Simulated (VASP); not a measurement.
Set up this calculation in VASP 6.6.1, as the native input.

```
Task                   : single point
Functional             : LDA
Potentials or basis    : VASP PAW LDA potentials, release 64 (Ge_d)
Cutoff                 : 520 eV
k mesh                 : 20 × 20 × 20
Occupations            : fermi-dirac, width 0.1 eV
Spin                   : no spin polarisation
Dipole correction      : no
Further INCAR settings : ALGO = Normal; EDIFF = 1e-07; NBANDS = 13
```

The structure of Ge lies in POSCAR:

```
Ge
1.0
   -1.3178594136      1.3178594136      1.3178594136
    1.3178594136     -1.3178594136      1.3178594136
    1.3178594136      1.3178594136     -1.3178594136
Ge
1
Direct
    0.0000000000      0.0000000000      0.0000000000
```

One way to write it, as run:

INCAR

```
ALGO = Normal
EDIFF = 1E-7
ENCUT = 520
GGA = CA
ISIF = 2
ISMEAR = -1
LASPH = T
LCHARG = F
LREAL = F
LWAVE = F
NBANDS = 13
NELM = 80
PREC = Accurate
SIGMA = 0.1
```

KPOINTS

```
k-points
0
Gamma
  20 20 20
```

Potentials or basis: VASP PAW LDA potentials, release 64 (Ge_d).

Run with:

```console
$ cat potpaw_LDA.64/Ge_d/POTCAR > POTCAR
$ mpirun -np 1 vasp_std > vasp.out
```

It gave:

```json
{
  "Pressure": "242.4 GPa",
  "Band gap on the k mesh": "zero (band 7 reaches 37.34 eV, above the bottom of band 8 at 12.04 eV)"
}
```

Wall time 57 s on 1 thread of AMD EPYC 7R13, with other jobs on the host, peak memory 0.11 GiB.
